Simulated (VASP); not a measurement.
# TiSe2 (P-3m1) in VASP: a series of runs

TiSe2 is run at these levels: LDA; tasks: relaxation of cell and atoms.

Program: VASP 6.6.1. These are calculated values, not measurements. Logs are shortened: lines on timing, memory, paths and dates and some standing lists are left out, and cuts for length are marked.

## (1) The cell of the first run

The structure is trigonal, space group P-3m1 (No. 164). The conventional cell has a = 3.438 Å, b = 3.438 Å, c = 5.810 Å, α = 90.00°, β = 90.00°, γ = 120.00°. Within 3.3 Å of Ti (site symmetry -3m) lie 6 Se at 2.51 Å. Se (site symmetry 3m) has 3 Ti at 2.51 Å and 9 Se at 3.38 to 3.44 Å within 3.5 Å.

## (2) Relaxation of cell and atoms, LDA

INCAR

```
ALGO = Normal
EDIFF = 1E-7
EDIFFG = -0.001
ENCUT = 500
GGA_COMPAT = F
IBRION = 2
ISIF = 3
ISMEAR = -1
LASPH = T
LCHARG = F
LREAL = F
LWAVE = F
NELM = 120
NELMIN = 4
NSW = 80
PREC = Accurate
SIGMA = 0.15
```

KPOINTS

```
k-points
0
Gamma
  15 15 8
```

POSCAR

```
TiSe2
1.0
    3.4376620615      0.0000000000      0.0000000000
   -1.7188310307      2.9771026749      0.0000000000
    0.0000000000      0.0000000000      5.8101770147
Ti Se
1 2
Direct
    0.0000000000      0.0000000000      0.0000000000
    0.3333333333      0.6666666667      0.2648392146
    0.6666666667      0.3333333333      0.7351607854
```

Potentials or basis: VASP PAW LDA potentials, release 64 (Ti_sv, Se).

The run is started by

```bash
$ cat potpaw_LDA.64/Ti_sv/POTCAR potpaw_LDA.64/Se/POTCAR > POTCAR
$ mpirun -np 1 vasp_std > vasp.out
```

OUTCAR:

```text
EDIFF = 1E-7
   EDIFFG = -0.001
   ENCUT = 500
   IBRION = 2
   ISIF = 3
   ISMEAR = -1
   LASPH = T
   LREAL = F
   NELM = 120
   NELMIN = 4
   NSW = 80
   PREC = Accurate

 ion  position               nearest neighbor table
   1  0.000  0.000  0.000-   2 2.51   3 2.51   2 2.51   3 2.51   3 2.51   2 2.51
   2  0.333  0.667  0.265-   1 2.51   1 2.51   1 2.51
   3  0.667  0.333  0.735-   1 2.51   1 2.51   1 2.51

  LATTYP: Found a hexagonal cell.
 ALAT       =     3.4376620615
 C/A-ratio  =     1.6901536308

  Lattice vectors:

 A1 = (   3.4376620615,   0.0000000000,   0.0000000000)
 A2 = (  -1.7188310307,   2.9771026749,   0.0000000000)
 A3 = (   0.0000000000,   0.0000000000,   5.8101770147)

Analysis of symmetry for initial positions (statically):
=====================================================================
 Subroutine PRICEL returns:
 Original cell was already a primitive cell.

 Routine SETGRP: Setting up the symmetry group for a
 hexagonal supercell.

 Subroutine GETGRP returns: Found 12 space group operations
 (whereof 12 operations were pure point group operations)
 out of a pool of 24 trial point group operations.

The static configuration has the point symmetry D_3d.

Analysis of symmetry for dynamics (positions and initial velocities):
=====================================================================
 Subroutine PRICEL returns:
 Original cell was already a primitive cell.

 Routine SETGRP: Setting up the symmetry group for a
 hexagonal supercell.

 Subroutine GETGRP returns: Found 12 space group operations
 (whereof 12 operations were pure point group operations)
 out of a pool of 24 trial point group operations.

The dynamic configuration has the point symmetry D_3d.

 Subroutine INISYM returns: Found 12 space group operations
 (whereof 12 operations are pure point group operations),
 and found     1 'primitive' translations

----------------------------------------------------------------------------------------

                                     Primitive cell

  volume of cell :      59.4629

  direct lattice vectors                    reciprocal lattice vectors
     3.437662062  0.000000000  0.000000000     0.290895377  0.167948524  0.000000000
    -1.718831031  2.977102675  0.000000000     0.000000000  0.335897048  0.000000000
     0.000000000  0.000000000  5.810177015     0.000000000  0.000000000  0.172111796

  length of vectors
     3.437662062  3.437662061  5.810177015     0.335897048  0.335897048  0.172111796

  position of ions in fractional coordinates (direct lattice)
     0.000000000  0.000000000  0.000000000
     0.333333333  0.666666667  0.264839215
     0.666666667  0.333333333  0.735160785

  ion indices of the primitive-cell ions
   primitive index   ion index
                 1           1
                 2           2
                 3           3

----------------------------------------------------------------------------------------

 KPOINTS: k-points

Automatic generation of k-mesh.
 Grid dimensions read from file:
 generate k-points for:   15   15    8

 Generating k-lattice:

  Cartesian coordinates                     Fractional coordinates (reciprocal lattice)
     0.019393025  0.011196568  0.000000000     0.066666667  0.000000000  0.000000000
     0.000000000  0.022393137  0.000000000     0.000000000  0.066666667  0.000000000
     0.000000000  0.000000000  0.021513974     0.000000000  0.000000000  0.125000000

  Length of vectors
     0.022393137  0.022393137  0.021513974

  Shift w.r.t. Gamma in fractional coordinates (k-lattice)
     0.000000000  0.000000000  0.000000000

 Subroutine IBZKPT returns following result:
 ===========================================

 Found    192 irreducible k-points:

 Following reciprocal coordinates:
            Coordinates               Weight
  0.000000  0.000000  0.000000      1.000000
  0.066667 -0.000000  0.000000      6.000000
  0.133333  0.000000  0.000000      6.000000
  0.200000  0.000000  0.000000      6.000000
  0.266667  0.000000  0.000000      6.000000
  0.333333  0.000000  0.000000      6.000000
[... 16 lines left out ...]
  0.333333  0.200000  0.000000     12.000000
  0.400000  0.200000  0.000000      6.000000
 [... further k-points ...]
   k-points           NKPTS =    192   k-points in BZ     NKDIM =    192   number of bands    NBANDS=     16
   number of dos      NEDOS =    301   number of ions     NIONS =      3
   total plane-waves  NPLWV =  32928
   dimension x,y,z NGX =    28 NGY =   28 NGZ =   42
   dimension x,y,z NGXF=    56 NGYF=   56 NGZF=   84
   ions per type =               1   2
   NGX,Y,Z   is equivalent  to a cutoff of  13.54, 13.54, 12.02 a.u.
   NGXF,Y,Z  is equivalent  to a cutoff of  27.08, 27.08, 24.03 a.u.
 SYSTEM =  unknown system
   PREC   = accura    normal or accurate (medium, high low for compatibility)
   ISTART =      0    job   : 0-new  1-cont  2-samecut
   ICHARG =      2    charge: 1-file 2-atom 10-const
   ISPIN  =      1    spin polarized calculation?
   LNONCOLLINEAR =      F non collinear calculations
   LSORBIT =      F    spin-orbit coupling
   LASPH  =      T    aspherical Exc in radial PAW
   ENCUT  =  500.0 eV  36.75 Ry    6.06 a.u.   6.27  6.27 10.59*2*pi/ulx,y,z
   NELM   =    120;   NELMIN=  4; NELMDL= -5     # of ELM steps
   EDIFF  = 0.1E-06   stopping-criterion for ELM
   LREAL  =      F    real-space projection
   EDIFFG = -.1E-02   stopping-criterion for IOM
   NSW    =     80    number of steps for IOM
   IBRION =      2    ionic relax: 0-MD 1-quasi-New 2-CG
   NFREE  =      1    steps in history (QN), initial steepest desc. (CG)
   ISIF   =      3    stress and relaxation
   ISYM   =      2    0-nonsym 1-usesym 2-fastsym
   POTIM  = 0.5000    time-step for ionic-motion
   TEBEG  =    0.0;   TEEND  =   0.0 temperature during run
   PSTRESS=    0.0 pullay stress
   NELECT =      24.0000    total number of electrons
   NUPDOWN=      -1.0000    fix difference up-down
   EMIN   =  10.00;   EMAX   =-10.00  energy-range for DOS
   EFERMI =   0.00;   METHOD = LEGACY
   ISMEAR =    -1;   SIGMA  =   0.15  broadening in eV -4-tet -1-fermi 0-gaus
   EFERMI_NEDOS =   21; number of points for ismear=-14 and -15
   IALGO  =     38    algorithm
   IMIX   =      4    mixing-type and parameters
     AMIX     =   0.40;   BMIX     =  1.00
     AMIX_MAG =   1.60;   BMIX_MAG =  1.00
  volume/ion in A,a.u.               =      19.82       133.76
  Fermi-wavevector in a.u.,A,eV,Ry     =   1.209845  2.286276 19.915192  1.463725
  Thomas-Fermi vector in A             =   2.345410
   LORBIT       =      0    0 simple, 1 ext, 2 COOP (PROOUT), +10 PAW based schemes
   GGA     = CA    functional components
   LHFCALC =     F    Hartree Fock is set to
   AEXX    =    0.0000 exact exchange contribution
   IVDW    =     0    specifies the selected vdW correction
   LEPSILON=     F    determine dielectric tensor
   LRPA    =     F    only Hartree local field effects (RPA)
 conjugate gradient relaxation of ions
 non-spin polarized calculation
  energy-cutoff  :      500.00
  volume of cell :       59.46
 maximum number of plane-waves:      1533
 NGX is ok and might be reduce to    28
   NGX = 13   NGY = 13   NGZ = 21

--------------------------------------- Ionic step        1  -------------------------------------------

 number of electron      23.9999999 magnetization

 Free energy of the ion-electron system (eV)
  ---------------------------------------------------
  ext. energy  EPLUGINS =         0.00000000
  ---------------------------------------------------
  free energy    TOTEN  =       -20.37330544 eV

  energy without entropy =      -20.29549425  energy(sigma->0) =      -20.33439985

------------------------ aborting loop because EDIFF is reached ----------------------------------------

  FORCE on cell =-STRESS in cart. coord.  units (eV):
  Direction    XX          YY          ZZ          XY          YZ          ZX
  --------------------------------------------------------------------------------------
  -------------------------------------------------------------------------------------
  Total        0.0953872      0.0953872      0.1277961      0.0000000      0.0000000     -0.0000000
  in kB        2.5701247      2.5701247      3.4433555      0.0000000      0.0000000     -0.0000000
  external PRESSURE =       2.8612016 kB  Pullay stress =       0.0000000 kB
[... 92 lines left out ...]
  FREE ENERGIE OF THE ION-ELECTRON SYSTEM (eV)
  ---------------------------------------------------
  free  energy   TOTEN  =       -20.3734976824 eV

  energy  without entropy=      -20.2954758551  energy(sigma->0) =      -20.33448677

[... ionic steps 4 to 8 ...]

--------------------------------------- Ionic step        9  -------------------------------------------

 number of electron      23.9999998 magnetization

------------------------ aborting loop because EDIFF is reached ----------------------------------------

  FORCE on cell =-STRESS in cart. coord.  units (eV):
  Direction    XX          YY          ZZ          XY          YZ          ZX
  --------------------------------------------------------------------------------------
  -------------------------------------------------------------------------------------
  Total       -0.0155648     -0.0155648     -0.0122337     -0.0000000      0.0000000      0.0000000
  in kB       -0.4190631     -0.4190631     -0.3293783     -0.0000000      0.0000000      0.0000000
  external PRESSURE =      -0.3891682 kB  Pullay stress =       0.0000000 kB
[... 59 lines left out ...]
  energy  without entropy=      -20.2954603636  energy(sigma->0) =      -20.33450304

--------------------------------------- Ionic step       11  -------------------------------------------

 number of electron      23.9999998 magnetization

 Free energy of the ion-electron system (eV)
  ---------------------------------------------------
  ext. energy  EPLUGINS =         0.00000000
  ---------------------------------------------------
  free energy    TOTEN  =       -20.37354570 eV

  energy without entropy =      -20.29546663  energy(sigma->0) =      -20.33450617

 E-fermi :   5.6318     XC(G=0): -10.7390

 val. band max:        5.6244522225   @ k =   0.0667  -0.0000   0.0000
 cond. band min:       5.6327129906   @ k =   0.1333   0.0667   0.0000
 fundamental gap:      0.0082607681
 Fermi energy:         5.6318107829

 k-point     1 :       0.0000    0.0000    0.0000
  band No.  band energies     occupation
      1     -50.9693      2.00000
      2     -27.6113      2.00000
      3     -27.5831      2.00000
      4     -27.5831      2.00000
      5      -8.6994      2.00000
      6      -6.9795      2.00000
[... 8 lines left out ...]
     15       6.4188      0.01047
     16       9.1625      0.00000
[... 420 lines left out ...]
  band No.  band energies     occupation
      1     -50.9562      2.00000
      2     -27.6950      2.00000
      3     -27.6397      2.00000
      4     -27.5800      2.00000
      5      -6.7301      2.00000
      6      -6.6408      2.00000
[... 8 lines left out ...]
     15       7.5784      0.00000
     16       8.5842      0.00000

 [... further k-points ...]

------------------------ aborting loop because EDIFF is reached ----------------------------------------

  FORCE on cell =-STRESS in cart. coord.  units (eV):
  Direction    XX          YY          ZZ          XY          YZ          ZX
  --------------------------------------------------------------------------------------
  -------------------------------------------------------------------------------------
  Total        0.0014323      0.0014323      0.0003246      0.0000000      0.0000000     -0.0000000
  in kB        0.0385742      0.0385742      0.0087413      0.0000000      0.0000000     -0.0000000
  external PRESSURE =       0.0286299 kB  Pullay stress =       0.0000000 kB
[... 18 lines left out ...]
  FREE ENERGIE OF THE ION-ELECTRON SYSTEM (eV)
  ---------------------------------------------------
  free  energy   TOTEN  =       -20.3735457006 eV

  energy  without entropy=      -20.2954666337  energy(sigma->0) =      -20.33450617

 reached required accuracy - stopping structural energy minimisation
```

It took 22 min on 1 thread of Oxide Virtual Turin-like, shared host; peak memory 0.27 GiB.

What came out:

* Free energy: -20.3735 eV
* Relaxed volume: 19.83 Å³/atom
* Relaxed cell: a = 3.439 Å, b = 3.439 Å, c = 5.808 Å, α = 90.00°, β = 90.00°, γ = 120.00°
* Space group after relaxing (to 0.1 Å): P-3m1 (No. 164)
* Energy gained by relaxing: 0.1 meV/atom
* Ionic steps: 11
* Pressure after relaxing: 0.0 GPa
* Band gap on the k mesh: zero (bands 12 and 13 overlap by 0.83 eV)

The path:
```
step  energy change (eV)  largest force (eV/Å)  pressure (GPa)  volume (Å³)
   1              0.0000                0.0526            0.29        59.46
   2              0.0000                0.0332           -0.37        59.77
   3             -0.0002                0.0117           -0.03        59.61
   4             -0.0002                0.0090           -0.03        59.58
   5             -0.0002                0.0006            0.00        59.52
   6             -0.0002                0.0004            0.00        59.51
   7             -0.0002                0.0023            0.02        59.49
   8             -0.0002                0.0033            0.03        59.48
   9             -0.0002                0.0043           -0.04        59.51
  10             -0.0002                0.0002           -0.01        59.49
  11             -0.0002                0.0006            0.00        59.49
```

Final structure:
```
Ti Se
1.0
     3.43921    0.00000    0.00000
    -1.71960    2.97844    0.00000
     0.00000    0.00000    5.80752
Ti Se
1 2
Direct
  0.00000 0.00000 0.00000
  0.33333 0.66667 0.26557
  0.66667 0.33333 0.73443
```

## (3) Relaxation of cell and atoms, LDA

This run uses another cell than the first one, of 21.60 Å³/atom.

INCAR

```
SYSTEM = TiSe2
PREC     = Accurate       ! precision mode
ENCUT    = 500            ! plane-wave cutoff, eV
EDIFF    = 1E-7           ! SCF threshold, eV
ISMEAR   = 0              ! smearing method
SIGMA    = 0.1            ! smearing width, eV
LREAL    = .FALSE.        ! projectors in reciprocal space
LASPH    = .TRUE.         ! aspherical terms in the spheres
NELM     = 120            ! most SCF steps
ALGO     = Normal         ! electronic algorithm
ISIF     = 3              ! what is computed and relaxed
LWAVE    = .FALSE.        ! write WAVECAR
LCHARG   = .FALSE.        ! write CHGCAR
GGA      = CA             ! functional
IBRION   = 2              ! ionic algorithm
NSW      = 100            ! ionic steps
EDIFFG   = -0.005         ! ionic threshold
GGA_COMPAT= .FALSE.      
NELMIN   = 4
```

KPOINTS

```
regular mesh
0
G
  15 15 8
  0 0 0
```

POSCAR

```
TiSe2
1.0
    3.5330000000      0.0000000000      0.0000000000
   -1.7665000000      3.0596677516      0.0000000000
    0.0000000000      0.0000000000      5.9950000000
Ti Se
1 2
Direct
    0.0000000000      0.0000000000      0.0000000000
    0.3333333333      0.6666666667      0.2500000000
    0.6666666667      0.3333333333      0.7500000000
```

Potentials or basis: VASP PAW LDA potentials, release 64 (Ti_sv, Se).

The run is started by

```bash
$ cat potpaw_LDA.64/Ti_sv/POTCAR potpaw_LDA.64/Se/POTCAR > POTCAR
$ mpirun -np 1 vasp_std > vasp.out
```

It took 44 min on 1 thread of Oxide Virtual Turin-like, shared host; peak memory 0.3 GiB.

It converged, with:

- Free energy: -20.3394 eV
- Relaxed volume: 19.85 Å³/atom
- Relaxed cell: a = 3.440 Å, b = 3.440 Å, c = 5.809 Å, α = 90.00°, β = 90.00°, γ = 120.00°
- Space group after relaxing (to 0.1 Å): P-3m1 (No. 164)
- Energy gained by relaxing: 19.8 meV/atom
- Ionic steps: 14
- Pressure after relaxing: 0.0 GPa
- Band gap on the k mesh: zero (bands 12 and 13 overlap by 0.82 eV)

The path:
```csv
step,energy change (eV),largest force (eV/Å),pressure (GPa),volume (Å³)
1,0.0000,0.1187,-2.71,64.80
2,-0.0234,0.5801,1.76,61.44
3,-0.0264,0.4604,0.56,62.25
4,-0.0439,0.2215,0.09,61.65
5,-0.0463,0.0936,-0.14,61.34
6,-0.0497,0.0793,-0.19,61.10
7,-0.0571,0.0329,-0.30,60.40
8,-0.0542,0.0892,-0.18,58.96
9,-0.0592,0.0054,-0.25,59.89
10,-0.0593,0.0032,-0.26,59.79
11,-0.0584,0.0841,0.75,59.09
12,-0.0594,0.0214,0.03,59.59
13,-0.0595,0.0084,-0.02,59.53
14,-0.0595,0.0004,0.00,59.54
```

Final structure:
```
Ti Se
1.0
     3.44028    0.00000    0.00000
    -1.72014    2.97937    0.00000
     0.00000    0.00000    5.80922
Ti Se
1 2
Direct
  0.00000 0.00000 0.00000
  0.33333 0.66667 0.26523
  0.66667 0.33333 0.73477
```

Levels at points of the mesh, in eV from the Fermi level:
```
           k point  band 9  band 10  band 11  band 12  band 13  band 14  band 15  band 16
(0.00, 0.00, 0.00)   -2.24     0.47     0.54     0.54     0.55     0.75     0.75     3.49
(0.00, 0.00, 0.50)   -2.16    -2.16     0.41     0.41     0.51     0.51     1.36     3.98
```
